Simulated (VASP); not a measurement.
Wanted: the native input for a VASP 6.6.1 run.

| Item | Value |
| --- | --- |
| Task | single point |
| Functional | PBE |
| Potentials or basis | VASP PAW PBE potentials, release 64 (Co, Te) |
| Cutoff | 520 eV |
| k mesh | 6 × 6 × 6 |
| Occupations | gaussian, width 0.1 eV |
| Spin | collinear spin, ferromagnetic start |
| Starting moments | [0.61, 0.61, 0.0] μB |
| Dipole correction | no |
| Further INCAR settings | ALGO = Normal; EDIFF = 1e-06; NBANDS = 23 |

The structure of Co2Te lies in POSCAR:

```
Co2Te
1.0
   -1.7305951641      1.7305951641      3.6809183872
    1.7305951641     -1.7305951641      3.6809183872
    1.7305951641      1.7305951641     -3.6809183872
Co Te
2 1
Direct
    0.6660222248      0.6660222248      0.0000000000
    0.3339777752      0.3339777752      0.0000000000
    0.0000000000      0.0000000000      0.0000000000
```

One way to write it, as run:

INCAR

```
SYSTEM = Co2Te
  PREC = Accurate
  ENCUT = 520
  EDIFF = 1E-6
  ISMEAR = 0
  SIGMA = 0.1
  LREAL = .FALSE.
  LASPH = .TRUE.
  NELM = 150
  ALGO = Normal
  ISIF = 2
  LWAVE = .FALSE.
  LCHARG = .TRUE.
  ISPIN = 2
  MAGMOM = 0.61 0.61 0
  LORBIT = 11
  LMAXMIX = 4
  GGA = PE
  LELF = .TRUE.
  LVHAR = .TRUE.
  NBANDS = 23
```

KPOINTS

```
Automatic mesh
0
G
  6 6 6
  0 0 0
```

Potentials or basis: VASP PAW PBE potentials, release 64 (Co, Te).

Run with:

```console
$ cat potpaw_PBE.64/Co/POTCAR potpaw_PBE.64/Te/POTCAR > POTCAR
$ mpirun -np 1 vasp_std > vasp.out
```

Results of the run:

```
Pressure                                              : -0.2 GPa
Net moment                                            : 1.88 μB per cell
Site moments                                          : Co +0.98; Te -0.03 μB
Valence electrons inside the program's atomic spheres : Co 8.21; Te 3.41
```

Caveat: the k points lie up to 0.43 Å⁻¹ apart.

It took 42 s on 1 thread of Intel(R) Xeon(R) Platinum 8481C CPU @ 2.70GHz (Sapphire Rapids) (shared host), peak memory 0.26 GiB.
